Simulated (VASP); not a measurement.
Here is a VASP 6.6.1 calculation.

POSCAR

```
MgO
1.0
    0.0000000000      2.1085000000      2.1085000000
    2.1085000000      0.0000000000      2.1085000000
    2.1085000000      2.1085000000      0.0000000000
Mg O
1 1
Direct
    0.0000000000      0.0000000000      0.0000000000
    0.5000000000      0.5000000000      0.5000000000
```

File INCAR.step1:

```
SYSTEM = MgO
ALGO = Normal
EDIFF = 1E-5
ENCUT = 920
GGA = PE
GGA_COMPAT = .False.
ISMEAR = 0
LASPH = .True.
LCHARG = .False.
LREAL = .False.
LWAVE = .True.
NBANDS = 15
NELM = 120
PREC = Accurate
SIGMA = 0.02
```

The input INCAR.step2:

```
SYSTEM = MgO
ALGO = Normal
EDIFF = 1E-6
ENCUT = 920
GGA_COMPAT = .False.
ISIF = 2
ISMEAR = 0
ISTART = 1
LASPH = .True.
LCHARG = .True.
LELF = .True.
LMIXTAU = .True.
LREAL = .False.
LVHAR = .True.
LWAVE = .False.
METAGGA = R2SCAN
NBANDS = 15
NELM = 120
PREC = Accurate
SIGMA = 0.02
```

KPOINTS

```
k-points
0
Gamma
  10 10 10
  0 0 0
```

Potentials or basis: VASP PAW PBE potentials, release 64 (Mg_sv, O).

Command:

```bash
$ cat potpaw_PBE.64/Mg_sv/POTCAR potpaw_PBE.64/O/POTCAR > POTCAR
$ cp INCAR.step1 INCAR
$ mpirun -np 1 vasp_std > vasp.out
$ cp INCAR.step2 INCAR
$ mpirun -np 1 vasp_std > vasp.out
```

**Question.** Estimate the pressure.

**Answer.** -1.0 GPa.

**Question.** What does it give for the band gap on the k mesh?

**Answer.** 5.61 eV.

Caveat: the PAW data sets were made with another functional, which shifts forces and pressure a little.

**What was measured.**

From “Electronic structure of alkaline earth and post-transition metal oxides”, 2009, arxiv:0908.1581, for a bulk crystal of MgO: band gap 7.83 eV.

A measured gap of MgO is 7.83 eV (quoted in “Electronic structure of alkaline earth and post-transition metal oxides”, 2009, arxiv:0908.1581); the calculated 5.61 eV misses it by -2.22 eV. The value is that of r2SCAN, without temperature or zero-point motion.
